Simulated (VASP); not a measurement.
The system is Cd.

```
CELL_PARAMETERS angstrom
2.85668 0.00000 0.00000
0.00000 2.85668 0.00000
0.00000 0.00000 2.85668
ATOMIC_POSITIONS crystal
Cd 0.00000 0.00000 0.00000
```

This isn't the form of Cd at room conditions, which is hcp.

* Program: VASP 6.6.1
* Task: relaxation of cell and atoms
* Functional: r2SCAN
* Potentials or basis: VASP PAW PBE potentials, release 64 (Cd)
* Cutoff: 550 eV
* k mesh: 11 × 11 × 11
* Occupations: fermi-dirac, width 0.1 eV
* Spin: no spin polarisation

At the start: pressure 4.8 GPa; volume 23.31 Å³/atom.

Task: How do energy, volume and symmetry change on relaxing?

Result: Over 3 steps the energy falls by 31.2 meV/atom and the volume is 25.62 Å³/atom (+9.9 %); space group Pm-3m (No. 221, to 0.1 Å) before and after.

The path:
```csv
step,energy change (eV),largest force (eV/Å),pressure (GPa),volume (Å³)
1,0.0000,0.0000,4.77,23.31
2,-0.0311,0.0000,-0.16,25.74
3,-0.0312,0.0000,0.01,25.62
```

Final structure:
```
Cd
1.0
     2.94814    0.00000    0.00000
     0.00000    2.94814    0.00000
     0.00000    0.00000    2.94814
Cd
1
Direct
  0.00000 0.00000 0.00000
```

Caveat: the PAW data sets were made with another functional, which shifts forces and pressure a little.
